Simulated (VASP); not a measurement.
# ZnS (P6_3mc) in VASP: a series of runs, part 2 of 2

VASP 6.6.1.

## (3) Single point, PBEsol (21.53 Å³/atom)

This run uses another cell than the first one, of 21.53 Å³/atom.

The input, INCAR:

```
PREC = Accurate
ENCUT = 520
EDIFF = 1E-6
ISMEAR = 0
SIGMA = 0.05
LREAL = F
LASPH = T
NELM = 100
ALGO = Normal
ISIF = 2
LWAVE = F
LCHARG = F
GGA = PS
NBANDS = 26
```

The input, KPOINTS:

```
regular mesh
0
Gamma
  9 9 6
```

The input, POSCAR:

```
ZnS
1.0
    3.8483898341      0.0000000000      0.0000000000
   -1.9241949171      3.3328033600      0.0000000000
    0.0000000000      0.0000000000      6.7139009046
Zn S
2 2
Direct
    0.3333333333      0.6666666667      0.0054424479
    0.6666666667      0.3333333333      0.5054424479
    0.3333333333      0.6666666667      0.3795575521
    0.6666666667      0.3333333333      0.8795575521
```

Potentials or basis: VASP PAW PBE potentials, release 64 (Zn, S).

Launch:

```console
cat potpaw_PBE.64/Zn/POTCAR potpaw_PBE.64/S/POTCAR > POTCAR
mpirun -np 1 vasp_std > vasp.out
```

Run time: 51 s. Hardware: 1 thread of Intel Xeon 6975P-C (Granite Rapids), shared host; peak memory 0.24 GiB.

Results (log left out):

```yaml
Free_energy: -14.8942 eV
Pressure: -6.5 GPa
Largest_force: 0.072 eV/Å
Band_gap_on_the_k_mesh: 1.53 eV
```

Forces on the atoms (eV/Å):
```
Zn   0.000  0.000  0.072
Zn   0.000  0.000  0.072
S    0.000  0.000 -0.072
S    0.000  0.000 -0.072
```

Stress tensor (GPa, compression positive):
```
 -4.61   0.00   0.00
  0.00  -4.61   0.00
  0.00   0.00 -10.20
```

Levels at points of the mesh, in eV from the valence-band top:
```
           k point  band 15  band 16  band 17  band 18  band 19  band 20  band 21  band 22
(0.00, 0.00, 0.00)    -0.63    -0.30     0.00     0.00     1.53     3.15     5.96     6.47
(0.00, 0.00, 0.50)    -0.33    -0.33    -0.33    -0.33     3.28     3.28     6.14     6.14
```

Caveat: the cell stands under tension; the PAW data sets were made with another functional, which shifts forces and pressure a little.

## (4) Single point, PBEsol (21.53 Å³/atom)

This run uses another cell than the first one, of 21.53 Å³/atom.

The input, INCAR:

```
  PREC = Accurate
  ENCUT = 520
  EDIFF = 1E-7
  ISMEAR = 0
  SIGMA = 0.05
  LREAL = F
  LASPH = T
  NELM = 100
  ALGO = Normal
  ISIF = 2
  LWAVE = F
  LCHARG = T
  GGA = PS
  LELF = T
  LVHAR = T
  NBANDS = 26
```

The input, KPOINTS:

```
Automatic mesh
0
Gamma
  9 9 6
```

The input, POSCAR:

```
ZnS
1.0
    3.6958840373      0.0000000000      0.0000000000
   -1.8479420187      3.2007294658      0.0000000000
    0.0000000000      0.0000000000      7.2794131999
Zn S
2 2
Direct
    0.3333333333      0.6666666667      0.0054424479
    0.6666666667      0.3333333333      0.5054424479
    0.3333333333      0.6666666667      0.3795575521
    0.6666666667      0.3333333333      0.8795575521
```

Potentials or basis: VASP PAW PBE potentials, release 64 (Zn, S).

Launch:

```console
cat potpaw_PBE.64/Zn/POTCAR potpaw_PBE.64/S/POTCAR > POTCAR
mpirun -np 1 vasp_std > vasp.out
```

OUTCAR:

```text
PREC = Accurate
   ENCUT = 520
   EDIFF = 1E-7
   ISMEAR = 0
   LREAL = F
   LASPH = T
   NELM = 100
   ISIF = 2
   GGA = PS

 ion  position               nearest neighbor table
   1  0.333  0.667  0.005-   4 2.32   4 2.32   4 2.32   3 2.72
   2  0.667  0.333  0.505-   3 2.32   3 2.32   3 2.32   4 2.72
   3  0.333  0.667  0.380-   2 2.32   2 2.32   2 2.32   1 2.72
   4  0.667  0.333  0.880-   1 2.32   1 2.32   1 2.32   2 2.72

  LATTYP: Found a hexagonal cell.
 ALAT       =     3.6958840373
 C/A-ratio  =     1.9696000000

  Lattice vectors:

 A1 = (   3.6958840373,   0.0000000000,   0.0000000000)
 A2 = (  -1.8479420187,   3.2007294658,   0.0000000000)
 A3 = (   0.0000000000,   0.0000000000,   7.2794131999)

Analysis of symmetry for initial positions (statically):
=====================================================================
 Subroutine PRICEL returns:
 Original cell was already a primitive cell.

 Routine SETGRP: Setting up the symmetry group for a
 hexagonal supercell.

 Subroutine GETGRP returns: Found 12 space group operations
[... 166 lines left out ...]
  ext. energy  EPLUGINS =         0.00000000
  ---------------------------------------------------
  free energy    TOTEN  =       -14.45730484 eV

  energy without entropy =      -14.45730484  energy(sigma->0) =      -14.45730484

 E-fermi :   1.8108     XC(G=0):  -9.4315

 val. band max:        1.5630517594   @ k =   0.0000   0.0000   0.0000
 cond. band min:       2.5696343863   @ k =   0.0000   0.0000   0.0000
 fundamental gap:      1.0065826268
 Fermi energy:         1.8107907412

 k-point     1 :       0.0000    0.0000    0.0000
  band No.  band energies     occupation
      1     -11.4092      2.00000
      2     -10.9470      2.00000
      3      -4.8941      2.00000
      4      -4.8941      2.00000
      5      -4.8595      2.00000
      6      -4.8595      2.00000
[... 685 lines left out ...]
     25      10.4786      0.00000
     26      10.4786      0.00000

 [... further k-points ...]
[... 5 lines left out ...]
  --------------------------------------------------------------------------------------
  -------------------------------------------------------------------------------------
  Total        0.3447335      0.3447335     -7.2070060     -0.0000000     -0.0000000     -0.0000000
  in kB        6.4140222      6.4140222   -134.0916662     -0.0000000     -0.0000000     -0.0000000
  external PRESSURE =     -40.4212073 kB  Pullay stress =       0.0000000 kB

 VOLUME and BASIS-vectors are now :
 -----------------------------------------------------------------------------
  energy-cutoff  :      520.00
  volume of cell :       86.11
      direct lattice vectors                 reciprocal lattice vectors
     3.695884037  0.000000000  0.000000000     0.270571260  0.156214390  0.000000000
    -1.847942019  3.200729466  0.000000000     0.000000000  0.312428779  0.000000000
     0.000000000  0.000000000  7.279413200     0.000000000  0.000000000  0.137373710

 POSITION                                       TOTAL-FORCE (eV/Angst)
 -----------------------------------------------------------------------------------
     -0.00000      2.13382      0.03962         0.000000     -0.000000     -0.046952
      1.84794      1.06691      3.67932        -0.000000      0.000000     -0.046952
     -0.00000      2.13382      2.76296         0.000000      0.000000      0.046952
      1.84794      1.06691      6.40266        -0.000000      0.000000      0.046952
 -----------------------------------------------------------------------------------
    total drift:                               -0.000000      0.000000      0.001734

  FREE ENERGIE OF THE ION-ELECTRON SYSTEM (eV)
  ---------------------------------------------------
  free  energy   TOTEN  =       -14.4573048446 eV

  energy  without entropy=      -14.4573048446  energy(sigma->0) =      -14.45730484
```

OSZICAR:

```text
N       E                     dE             d eps       ncg     rms          rms(c)
DAV:   1     0.238347620810E+03    0.23835E+03   -0.16808E+04  2496   0.161E+03
DAV:   2     0.916089191906E+01   -0.22919E+03   -0.21931E+03  2586   0.341E+02
DAV:   3    -0.148056709527E+02   -0.23967E+02   -0.23708E+02  3030   0.110E+02
DAV:   4    -0.153897000495E+02   -0.58403E+00   -0.58270E+00  2862   0.172E+01
DAV:   5    -0.153988781438E+02   -0.91781E-02   -0.91754E-02  3050   0.213E+00    0.898E+00
DAV:   6    -0.144811084373E+02    0.91777E+00   -0.18622E+00  3618   0.392E+01    0.689E+00
DAV:   7    -0.144672184632E+02    0.13890E-01   -0.11506E+00  2710   0.645E+00    0.293E+00
DAV:   8    -0.144574086802E+02    0.98098E-02   -0.42099E-02  3266   0.197E+00    0.754E-01
DAV:   9    -0.144570801858E+02    0.32849E-03   -0.87205E-03  3402   0.146E+00    0.196E-01
DAV:  10    -0.144571955914E+02   -0.11541E-03   -0.70302E-04  2920   0.322E-01    0.904E-02
DAV:  11    -0.144573066070E+02   -0.11102E-03   -0.21700E-04  2660   0.980E-02    0.315E-02
DAV:  12    -0.144573022862E+02    0.43209E-05   -0.17021E-05  3076   0.476E-02    0.237E-02
DAV:  13    -0.144573031810E+02   -0.89482E-06   -0.44108E-06  2850   0.142E-02    0.193E-02
DAV:  14    -0.144573048574E+02   -0.16764E-05   -0.13230E-06  2602   0.124E-02    0.521E-03
DAV:  15    -0.144573048446E+02    0.12767E-07   -0.46841E-07  2760   0.432E-03
   1 F= -.14457305E+02 E0= -.14457305E+02  d E =-.254382E-14
```

Run time: 50 s. Hardware: 1 thread of Intel Xeon 6975P-C (Granite Rapids), shared host; peak memory 0.24 GiB.

Results:

| Property | Result |
| --- | --- |
| Free energy | -14.4573 eV |
| Pressure | -4.0 GPa |
| Largest force | 0.047 eV/Å |
| Band gap on the k mesh | 1.01 eV |

Forces in eV/Å, atoms in the order of the input:
```
Zn   0.000  0.000 -0.047
Zn   0.000  0.000 -0.047
S    0.000  0.000  0.047
S    0.000  0.000  0.047
```

Caveat: the cell stands under tension; the PAW data sets were made with another functional, which shifts forces and pressure a little.

## (5) Single point, PBEsol (21.53 Å³/atom)

This run uses another cell than the first one, of 21.53 Å³/atom.

The input, INCAR:

```
SYSTEM = ZnS
ALGO = Normal
EDIFF = 1E-6
ENCUT = 520
GGA = PS
ISIF = 2
ISMEAR = 0
LASPH = .TRUE.
LCHARG = .TRUE.
LELF = .TRUE.
LREAL = .FALSE.
LVHAR = .TRUE.
LWAVE = .FALSE.
NBANDS = 26
NELM = 60
PREC = Accurate
SIGMA = 0.05
```

The input, KPOINTS:

```
k-points
0
G
  9 9 6
  0 0 0
```

The input, POSCAR:

```
ZnS
1.0
    3.7713589084      0.0000000000      0.0000000000
   -1.8856794542      3.2660926215      0.0000000000
    0.0000000000      0.0000000000      6.9909680085
Zn S
2 2
Direct
    0.3333333333      0.6666666667      0.0054424479
    0.6666666667      0.3333333333      0.5054424479
    0.3333333333      0.6666666667      0.3795575521
    0.6666666667      0.3333333333      0.8795575521
```

Launch:

```console
cat potpaw_PBE.64/Zn/POTCAR potpaw_PBE.64/S/POTCAR > POTCAR
mpirun -np 1 vasp_std > vasp.out
```

Run time: 48 s. Hardware: 1 thread of Intel Xeon 6975P-C (Granite Rapids), shared host; peak memory 0.24 GiB.

Results (log left out):

```yaml
Free_energy: -14.7216 eV
Pressure: -5.5 GPa
Largest_force: 0.048 eV/Å
Band_gap_on_the_k_mesh: 1.31 eV
```

Forces on the atoms (eV/Å):
```
Zn   0.000  0.000  0.048
Zn   0.000  0.000  0.048
S    0.000  0.000 -0.048
S    0.000  0.000 -0.048
```

Stress tensor (GPa, compression positive):
```
 -2.14   0.00   0.00
  0.00  -2.14   0.00
  0.00   0.00 -12.29
```

Levels at points of the mesh, in eV from the valence-band top:
```
           k point  band 16  band 17  band 18  band 19  band 20  band 21
(0.00, 0.00, 0.00)    -0.50     0.00     0.00     1.31     3.46     5.58
(0.00, 0.00, 0.50)    -0.26    -0.26    -0.26     3.35     3.35     5.79
```

Caveat: the cell stands under tension; the PAW data sets were made with another functional, which shifts forces and pressure a little.

## (6) The runs side by side

| cell | gap on the mesh (eV) | pressure (GPa) | largest force (eV/Å) |
| --- | --- | --- | --- |
| a = 3.559, b = 3.559, c = 7.010 Å, angles 90.0, 90.0, 120.0°, 4 atoms | 1.14 | 3.9 | 0.60 |
| a = 3.848, b = 3.848, c = 6.714 Å, angles 90.0, 90.0, 120.0°, 4 atoms | 1.53 | -6.5 | 0.07 |
| a = 3.696, b = 3.696, c = 7.279 Å, angles 90.0, 90.0, 120.0°, 4 atoms | 1.01 | -4.0 | 0.05 |
| a = 3.771, b = 3.771, c = 6.991 Å, angles 90.0, 90.0, 120.0°, 4 atoms | 1.31 | -5.5 | 0.05 |

Alike in all rows: task single point; level PBEsol; potentials or basis VASP PAW PBE potentials, release 64 (Zn, S); no spin polarisation; k mesh 9 × 9 × 6; cutoff (eV) 520; smearing gaussian 0.05 eV.

Caveats: the PAW data sets were made with another functional, which shifts forces and pressure a little; the cell stands under tension (at least some runs); the cell stands under pressure (at least some runs); an odd mesh through Γ misses points on the zone boundary, where band edges can lie (at least some runs).

Absolute energies hang on the potentials; compare differences alone.
